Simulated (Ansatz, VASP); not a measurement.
# Two plane-wave programs on Sc3Te2

```
Sc Te
1.0
     4.95636    0.00000    0.00000
    -2.47818    4.29234    0.00000
     0.00000    0.00000    5.99554
Sc Te
3 2
Direct
  0.00000 0.00000 0.76203
  0.00000 0.00000 0.23797
  0.66667 0.33333 0.00000
  0.66667 0.33333 0.50000
  0.33333 0.66667 0.00000
```

Change from the starting cell: species swapped into the Fe3Ge2 type (P-6m2, No. 187).

Alike in both runs: functional PBE; k mesh 12 × 12 × 6; occupations gaussian, width 0.1 eV; no spin polarisation.

Ansatz relaxed the structure, and its values are those at the end. VASP's run is a single point on that final structure, the one shown.

```csv
,VASP,Ansatz
version,VASP 6.6.1,Ansatz 0.2.0
potentials or method,"VASP PAW PBE potentials, release 64 (Sc_sv, Te), cutoff 520 eV","scalar-relativistic, plane waves, PAW"
valence electrons in the cell,45,65
```

```csv
,VASP,Ansatz,Ansatz less VASP
gap on the k mesh at the Fermi level (eV),none,none,-
pressure (GPa),0.1,0.0,-0.09
rms of the force components (eV/Å),0.001,0.003,+0.0022
```

A gap of «none» marks a metal or a gap that the smearing closes. VASP's potentials hold 45 valence electrons a cell and Ansatz's 65, so a difference there can come from the potentials and not from the codes.

Neither program's run includes spin-orbit coupling.
